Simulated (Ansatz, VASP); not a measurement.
# GaBAs2: VASP beside Ansatz

The input POSCAR:

```
GaBAs2
1.0
    3.6615741049      0.0000000000      0.0000000000
    0.0000000000      3.6615741049      0.0000000000
    0.0000000000      0.0000000000      5.3547502669
B As Ga
1 2 1
Direct
    0.0000000000      0.0000000000      0.0000000000
    0.0000000000      0.5000000000      0.2139711065
    0.5000000000      0.0000000000      0.7860288935
    0.5000000000      0.5000000000      0.5000000000
```

INCAR.step1

```
PREC = Accurate ; ENCUT = 520
ISMEAR = 0 ; SIGMA = 0.01
LREAL = F ; LASPH = T
NELM = 100 ; NBANDS = 21
GGA = PE ; ALGO = Normal
EDIFF = 1E-4 ; LWAVE = T
LCHARG = F
```

INCAR.step2

```
PREC = Accurate ; ENCUT = 520
EDIFF = 1E-6 ; ISMEAR = 0
SIGMA = 0.01 ; LREAL = F
LASPH = T ; NELM = 100
ALGO = Normal ; ISIF = 2
LWAVE = F ; LCHARG = F
METAGGA = R2SCAN ; LMIXTAU = T
NBANDS = 21 ; ISTART = 1
```

File KPOINTS:

```
regular mesh
0
Gamma
  6 6 4
```

Input for Ansatz:

```yaml
crystal:
  lattice:
    - [3.6615741049, 0.0, 0.0]
    - [0.0, 3.6615741049, 0.0]
    - [0.0, 0.0, 5.3547502669]
  atoms:
    - { symbol: B, position: [0.0, 0.0, 0.0] }
    - { symbol: As, position: [0.0, 0.5, 0.2139711065] }
    - { symbol: Ga, position: [0.5, 0.5, 0.5] }
    - { symbol: As, position: [0.5, 0.0, 0.7860288935] }
kpoints:
  mp_grid: { grid: [6, 6, 4] }
hamiltonian:
  xc: r2scan
scf:
  occupations: { method: fixed }
  n_extra_bands: 5
output:
  forces: true
  stress: true
  eigenvalues: true
```

Alike in both runs: task single point; functional r2SCAN; k mesh 6 × 6 × 4; no spin polarisation.

|  | VASP | Ansatz |
| --- | --- | --- |
| version | VASP 6.6.1 | Ansatz 0.2.0 |
| potentials or method | VASP PAW PBE potentials, release 64 (B, As, Ga_d) | plane waves, PAW |
| plane-wave cutoff (eV) | 520 | 500 |
| occupations | gaussian, width 0.01 eV | fixed |
| valence electrons in the cell | 26 | 46 |

Ansatz gave:

* gap on the k mesh at the Fermi level (eV): 0.78
* pressure (GPa): 0.0

Task: Which values does VASP return?

Result: gap on the k mesh at the Fermi level (eV): 0.77; pressure (GPa): 0.1.

VASP's potentials were made for PBE, not for r2SCAN. VASP's potentials hold 26 valence electrons a cell and Ansatz's 46, so a difference there can come from the potentials and not from the codes.
